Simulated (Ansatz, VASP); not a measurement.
# LaSc in VASP and in Ansatz

```
La Sc
1.0
     4.07548    0.00000    0.00000
     0.00000    4.07548    0.00000
     0.00000    0.00000    4.07548
La Sc
1 1
Direct
  0.00000 0.00000 0.00000
  0.50000 0.50000 0.50000
```

Alike in both runs: task single point; functional PBE; k mesh 14 × 14 × 14; occupations gaussian, width 0.1 eV; no spin polarisation.

|  | VASP | Ansatz |
| --- | --- | --- |
| version | VASP 6.6.1 | Ansatz 0.2.0 |
| potentials or method | VASP PAW PBE potentials, release 64 (La, Sc_sv), cutoff 520 eV | scalar-relativistic, plane waves, PAW |
| valence electrons in the cell | 22 | 22 |

|  | VASP | Ansatz | Ansatz less VASP |
| --- | --- | --- | --- |
| gap on the k mesh at the Fermi level (eV) | none | none | - |
| pressure (GPa) | -3.0 | -3.0 | -0.02 |

A gap of «none» marks a metal or a gap that the smearing closes.

Neither program's run includes spin-orbit coupling.
